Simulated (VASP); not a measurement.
# Nb (Fd-3m) in VASP: further runs

Runs on Nb. Level: PBE. Tasks: relaxation of cell and atoms, single point.

Everything below comes from runs of VASP 6.6.1. Logs are shortened: lines on timing, memory, paths and dates and some standing lists are left out, and cuts for length are marked.

## 1. The cell of the first run

The structure is cubic, space group Fd-3m (No. 227). Conventional cell: a = 5.790 Å, b = 5.790 Å, c = 5.790 Å, α = 90.00°, β = 90.00°, γ = 90.00°. Within 3.3 Å of Nb (site symmetry -43m) lie 4 Nb at 2.51 Å.

## 2. Relaxation of cell and atoms, PBE

The input, INCAR:

```
SYSTEM = Nb
ALGO = Normal
EDIFF = 1E-6
EDIFFG = -0.01
ENCUT = 600
GGA = PE
IBRION = 2
ISIF = 3
ISMEAR = -1
LASPH = .True.
LCHARG = .False.
LREAL = .False.
LWAVE = .False.
NELM = 60
NSW = 80
PREC = Accurate
SIGMA = 0.1
```

The input, KPOINTS:

```
k-points
0
Gamma
  9 9 9
  0 0 0
```

The input, POSCAR:

```
Nb
1.0
    0.0000000000      2.8951284430      2.8951284430
    2.8951284430      0.0000000000      2.8951284430
    2.8951284430      2.8951284430      0.0000000000
Nb
2
Direct
    0.1250000000      0.1250000000      0.1250000000
    0.8750000000      0.8750000000      0.8750000000
```

Potentials or basis: VASP PAW PBE potentials, release 64 (Nb_sv).

Run with:

```sh
> cat potpaw_PBE.64/Nb_sv/POTCAR > POTCAR
> mpirun -np 1 vasp_std > vasp.out
```

OUTCAR:

```text
SYSTEM = Nb
   EDIFF = 1E-6
   EDIFFG = -0.01
   ENCUT = 600
   GGA = PE
   IBRION = 2
   ISIF = 3
   ISMEAR = -1
   LASPH = .True.
   LREAL = .False.
   NELM = 60
   NSW = 80
   PREC = Accurate

 ion  position               nearest neighbor table
   1  0.125  0.125  0.125-   2 2.51   2 2.51   2 2.51   2 2.51
   2  0.875  0.875  0.875-   1 2.51   1 2.51   1 2.51   1 2.51

  LATTYP: Found a face centered cubic cell.
 ALAT       =     5.7902568860

  Lattice vectors:

 A1 = (   0.0000000000,   2.8951284430,   2.8951284430)
 A2 = (   2.8951284430,   0.0000000000,   2.8951284430)
 A3 = (   2.8951284430,   2.8951284430,   0.0000000000)

Analysis of symmetry for initial positions (statically):
=====================================================================
 Subroutine PRICEL returns:
 Original cell was already a primitive cell.

 Routine SETGRP: Setting up the symmetry group for a
 face centered cubic supercell.

 Subroutine GETGRP returns: Found 48 space group operations
 (whereof 12 operations were pure point group operations)
 out of a pool of 48 trial point group operations.

The static configuration has the point symmetry D_3d.
 The point group associated with its full space group is O_h .

Analysis of symmetry for dynamics (positions and initial velocities):
=====================================================================
 Subroutine PRICEL returns:
 Original cell was already a primitive cell.

 Routine SETGRP: Setting up the symmetry group for a
 face centered cubic supercell.

 Subroutine GETGRP returns: Found 48 space group operations
 (whereof 12 operations were pure point group operations)
 out of a pool of 48 trial point group operations.

The dynamic configuration has the point symmetry D_3d.
 The point group associated with its full space group is O_h .

 Subroutine INISYM returns: Found 48 space group operations
 (whereof 12 operations are pure point group operations),
 and found     1 'primitive' translations

----------------------------------------------------------------------------------------

                                     Primitive cell

  volume of cell :      48.5326

  direct lattice vectors                    reciprocal lattice vectors
     0.000000000  2.895128443  2.895128443    -0.172703909  0.172703909  0.172703909
     2.895128443  0.000000000  2.895128443     0.172703909 -0.172703909  0.172703909
     2.895128443  2.895128443  0.000000000     0.172703909  0.172703909 -0.172703909

  length of vectors
     4.094329909  4.094329909  4.094329909     0.299131946  0.299131946  0.299131946

  position of ions in fractional coordinates (direct lattice)
     0.125000000  0.125000000  0.125000000
     0.875000000  0.875000000  0.875000000

  ion indices of the primitive-cell ions
   primitive index   ion index
                 1           1
                 2           2

----------------------------------------------------------------------------------------

 KPOINTS: k-points

Automatic generation of k-mesh.
 Grid dimensions read from file:
 generate k-points for:    9    9    9

 Generating k-lattice:

  Cartesian coordinates                     Fractional coordinates (reciprocal lattice)
    -0.019189323  0.019189323  0.019189323     0.111111111  0.000000000  0.000000000
     0.019189323 -0.019189323  0.019189323     0.000000000  0.111111111  0.000000000
     0.019189323  0.019189323 -0.019189323     0.000000000  0.000000000  0.111111111

  Length of vectors
     0.033236883  0.033236883  0.033236883

  Shift w.r.t. Gamma in fractional coordinates (k-lattice)
     0.000000000  0.000000000  0.000000000

 Subroutine IBZKPT returns following result:
 ===========================================

 Found     35 irreducible k-points:

 Following reciprocal coordinates:
            Coordinates               Weight
  0.000000  0.000000  0.000000      1.000000
  0.111111  0.000000  0.000000      8.000000
  0.222222  0.000000  0.000000      8.000000
  0.333333  0.000000  0.000000      8.000000
  0.444444  0.000000  0.000000      8.000000
  0.111111  0.111111  0.000000      6.000000
[... 16 lines left out ...]
 -0.333333  0.333333  0.000000     12.000000
  0.444444  0.444444  0.000000      6.000000
 [... further k-points ...]
   k-points           NKPTS =     35   k-points in BZ     NKDIM =     35   number of bands    NBANDS=     17
   number of dos      NEDOS =    301   number of ions     NIONS =      2
   total plane-waves  NPLWV =  46656
   dimension x,y,z NGX =    36 NGY =   36 NGZ =   36
   dimension x,y,z NGXF=    72 NGYF=   72 NGZF=   72
   ions per type =               2
   NGX,Y,Z   is equivalent  to a cutoff of  14.62, 14.62, 14.62 a.u.
   NGXF,Y,Z  is equivalent  to a cutoff of  29.23, 29.23, 29.23 a.u.
 SYSTEM =  Nb
   PREC   = accura    normal or accurate (medium, high low for compatibility)
   ISTART =      0    job   : 0-new  1-cont  2-samecut
   ICHARG =      2    charge: 1-file 2-atom 10-const
   ISPIN  =      1    spin polarized calculation?
   LNONCOLLINEAR =      F non collinear calculations
   LSORBIT =      F    spin-orbit coupling
   LASPH  =      T    aspherical Exc in radial PAW
   ENCUT  =  600.0 eV  44.10 Ry    6.64 a.u.   8.18  8.18  8.18*2*pi/ulx,y,z
   NELM   =     60;   NELMIN=  2; NELMDL= -5     # of ELM steps
   EDIFF  = 0.1E-05   stopping-criterion for ELM
   LREAL  =      F    real-space projection
   EDIFFG = -.1E-01   stopping-criterion for IOM
   NSW    =     80    number of steps for IOM
   IBRION =      2    ionic relax: 0-MD 1-quasi-New 2-CG
   NFREE  =      1    steps in history (QN), initial steepest desc. (CG)
   ISIF   =      3    stress and relaxation
   ISYM   =      2    0-nonsym 1-usesym 2-fastsym
   POTIM  = 0.5000    time-step for ionic-motion
   TEBEG  =    0.0;   TEEND  =   0.0 temperature during run
   PSTRESS=    0.0 pullay stress
   NELECT =      26.0000    total number of electrons
   NUPDOWN=      -1.0000    fix difference up-down
   EMIN   =  10.00;   EMAX   =-10.00  energy-range for DOS
   EFERMI =   0.00;   METHOD = LEGACY
   ISMEAR =    -1;   SIGMA  =   0.10  broadening in eV -4-tet -1-fermi 0-gaus
   EFERMI_NEDOS =   21; number of points for ismear=-14 and -15
   IALGO  =     38    algorithm
   IMIX   =      4    mixing-type and parameters
     AMIX     =   0.40;   BMIX     =  1.00
     AMIX_MAG =   1.60;   BMIX_MAG =  1.00
  volume/ion in A,a.u.               =      24.27       163.76
  Fermi-wavevector in a.u.,A,eV,Ry     =   1.329601  2.512582 24.052920  1.767840
  Thomas-Fermi vector in A             =   2.458751
   LORBIT       =      0    0 simple, 1 ext, 2 COOP (PROOUT), +10 PAW based schemes
   GGA     = PE    functional components
   LHFCALC =     F    Hartree Fock is set to
   AEXX    =    0.0000 exact exchange contribution
   IVDW    =     0    specifies the selected vdW correction
   LEPSILON=     F    determine dielectric tensor
   LRPA    =     F    only Hartree local field effects (RPA)
 conjugate gradient relaxation of ions
 non-spin polarized calculation
  energy-cutoff  :      600.00
  volume of cell :       48.53
 maximum number of plane-waves:      1639
 NGX is ok and might be reduce to    36
   NGX = 17   NGY = 17   NGZ = 17

--------------------------------------- Ionic step        1  -------------------------------------------

 number of electron      26.0000000 magnetization

 Free energy of the ion-electron system (eV)
  ---------------------------------------------------
  ext. energy  EPLUGINS =         0.00000000
  ---------------------------------------------------
  free energy    TOTEN  =       -15.36517119 eV

  energy without entropy =      -15.25899818  energy(sigma->0) =      -15.31208468

------------------------ aborting loop because EDIFF is reached ----------------------------------------

  FORCE on cell =-STRESS in cart. coord.  units (eV):
  Direction    XX          YY          ZZ          XY          YZ          ZX
  --------------------------------------------------------------------------------------
  -------------------------------------------------------------------------------------
  Total        1.4562098      1.4562098      1.4562098     -0.0000000      0.0000000      0.0000000
  in kB       48.0729796     48.0729796     48.0729796     -0.0000000      0.0000000      0.0000000
  external PRESSURE =      48.0729796 kB  Pullay stress =       0.0000000 kB
[... 57 lines left out ...]
  energy  without entropy=      -15.2690339880  energy(sigma->0) =      -15.33200652

--------------------------------------- Ionic step        3  -------------------------------------------

 number of electron      26.0000000 magnetization

 Free energy of the ion-electron system (eV)
  ---------------------------------------------------
  ext. energy  EPLUGINS =         0.00000000
  ---------------------------------------------------
  free energy    TOTEN  =       -15.41113288 eV

  energy without entropy =      -15.29346947  energy(sigma->0) =      -15.35230117

 E-fermi :   6.6633     XC(G=0): -10.3076

 val. band max:        6.6417976478   @ k =  -0.4444   0.3333   0.1111
 cond. band min:       6.6753366295   @ k =  -0.4444   0.2222   0.0000
 fundamental gap:      0.0335389817
 Fermi energy:         6.6633343862

 k-point     1 :       0.0000    0.0000    0.0000
  band No.  band energies     occupation
      1     -47.8366      2.00000
      2     -47.1623      2.00000
      3     -24.2286      2.00000
      4     -24.2286      2.00000
      5     -24.2286      2.00000
      6     -23.1208      2.00000
[... 9 lines left out ...]
     16       8.5682      0.00000
     17       8.5682      0.00000
[... 443 lines left out ...]
      1     -47.5638      2.00000
      2     -47.4468      2.00000
      3     -24.4861      2.00000
      4     -24.4861      2.00000
      5     -23.7786      2.00000
      6     -23.5890      2.00000
[... 9 lines left out ...]
     16       8.5467      0.00000
     17      10.7593      0.00000

 [... further k-points ...]
[... 5 lines left out ...]
  --------------------------------------------------------------------------------------
  -------------------------------------------------------------------------------------
  Total       -0.0061768     -0.0061768     -0.0061768      0.0000000      0.0000000     -0.0000000
  in kB       -0.1911986     -0.1911986     -0.1911986      0.0000000      0.0000000     -0.0000000
  external PRESSURE =      -0.1911986 kB  Pullay stress =       0.0000000 kB
[... 17 lines left out ...]
  FREE ENERGIE OF THE ION-ELECTRON SYSTEM (eV)
  ---------------------------------------------------
  free  energy   TOTEN  =       -15.4111328822 eV

  energy  without entropy=      -15.2934694660  energy(sigma->0) =      -15.35230117

 reached required accuracy - stopping structural energy minimisation
```

Run time: 46 s. Hardware: 1 thread of Intel Xeon 6975P-C (Granite Rapids), shared host; peak memory 0.22 GiB.

What came out:

```
Free energy                            : -15.4111 eV
Relaxed volume                         : 25.88 Å³/atom
Relaxed cell                           : a = 4.183 Å, b = 4.183 Å, c = 4.183 Å, α = 60.00°, β = 60.00°, γ = 60.00°
Space group after relaxing (to 0.05 Å) : Fd-3m (No. 227)
Energy gained by relaxing              : 23.0 meV/atom
Ionic steps                            : 3
Pressure after relaxing                : 0.0 GPa
Band gap on the k mesh                 : zero (band 13 reaches 7.00 eV, above the bottom of band 14 at 6.01 eV)
```

The path:
```tsv
step	energy change (eV)	largest force (eV/Å)	pressure (GPa)	volume (Å³)
1	0.0000	0.0000	4.81	48.53
2	-0.0298	0.0000	-2.42	53.83
3	-0.0460	0.0000	-0.02	51.76
```

Final structure:
```yaml
crystal:
  lattice:
    - [0.00000, 2.95793, 2.95793]
    - [2.95793, 0.00000, 2.95793]
    - [2.95793, 2.95793, 0.00000]
  atoms:
    - { symbol: Nb, position: [0.12500, 0.12500, 0.12500] }
    - { symbol: Nb, position: [0.87500, 0.87500, 0.87500] }
```

## 3. Single point, PBE

This run uses another cell than the first one, of 25.88 Å³/atom, 1.067 times its volume.

The input, INCAR:

```
SYSTEM = Nb
ALGO = Normal
EDIFF = 1E-6
ENCUT = 520
GGA = PE
ISIF = 2
ISMEAR = -1
LASPH = .True.
LCHARG = .False.
LREAL = .False.
LWAVE = .False.
NBANDS = 20
NELM = 80
PREC = Accurate
SIGMA = 0.1
```

The input, KPOINTS:

```
k-points
0
Gamma
  15 15 15
  0 0 0
```

The input, POSCAR:

```
Nb
1.0
    0.0000000000      2.9580223088      2.9580223088
    2.9580223088      0.0000000000      2.9580223088
    2.9580223088      2.9580223088      0.0000000000
Nb
2
Direct
    0.1250000000      0.1250000000      0.1250000000
    0.8750000000      0.8750000000      0.8750000000
```

Potentials or basis: VASP PAW PBE potentials, release 64 (Nb_sv).

Run with:

```sh
> cat potpaw_PBE.64/Nb_sv/POTCAR > POTCAR
> mpirun -np 1 vasp_std > vasp.out
```

Wall time 36 s (1 thread of Intel Xeon 6975P-C (Granite Rapids), shared host); peak memory 0.24 GiB.

Results (log left out):

```
Free energy            : -15.4116 eV
Pressure               : -0.1 GPa
Band gap on the k mesh : zero (band 13 reaches 7.08 eV, above the bottom of band 14 at 5.96 eV)
```

Levels at points of the mesh, in eV from the Fermi level:
| k point | band 11 | band 12 | band 13 | band 14 | band 15 | band 16 |
| --- | --- | --- | --- | --- | --- | --- |
| (0.00, 0.00, 0.00) | -1.42 | -0.53 | -0.53 | -0.53 | 1.90 | 1.90 |

## 4. Single point, PBE, non-collinear spin, zero start, spin-orbit coupling

This run uses another cell than the first one, of 25.88 Å³/atom, 1.067 times its volume.

The input, INCAR:

```
SYSTEM = Nb
PREC = Accurate
ENCUT = 520
EDIFF = 1E-6
ISMEAR = -1
SIGMA = 0.1
LREAL = .False.
LASPH = .True.
NELM = 150
ALGO = Normal
ISIF = 2
LWAVE = .False.
LCHARG = .False.
MAGMOM = 0 0 0 0 0 0
LORBIT = 11
LSORBIT = .True.
GGA_COMPAT = .False.
LORBMOM = .True.
LMAXMIX = 4
GGA = PE
NBANDS = 38
```

The input, KPOINTS:

```
regular mesh
0
Gamma
  9 9 9
  0 0 0
```

POSCAR is that of step 3.

Run with:

```sh
> cat potpaw_PBE.64/Nb_sv/POTCAR > POTCAR
> mpirun -np 1 vasp_ncl > vasp.out
```

Wall time 64 s (1 thread of Intel Xeon 6975P-C (Granite Rapids), shared host); peak memory 0.35 GiB.

Results (log left out):

```
Free energy                                           : -15.5916 eV
Pressure                                              : 0.0 GPa
Net moment                                            : 0.00 μB per cell
Valence electrons inside the program's atomic spheres : Nb 10.96
```

Moments on the atoms (μB; x, y, z):
```
Nb  0.00 0.00 0.00
Nb  0.00 0.00 0.00
```

## 5. Overview

```csv
task,spin,cell,k mesh,cutoff (eV),gap on the mesh (eV),pressure (GPa)
relaxation of cell and atoms,off,"relaxed from a = 4.094 Å, angles 60.0°, 2 atoms",9 × 9 × 9,600,none,0.0
single point,off,"a = 4.183 Å, angles 60.0°, 2 atoms",15 × 15 × 15,520,none,-0.1
single point,"non-collinear, zero start, SOC","a = 4.183 Å, angles 60.0°, 2 atoms",9 × 9 × 9,520,-,0.0
```

Alike in all rows: level PBE; potentials or basis VASP PAW PBE potentials, release 64 (Nb_sv); smearing fermi-dirac 0.1 eV.

Total energies depend on the potentials used, so only differences within one code and one set of settings carry meaning.
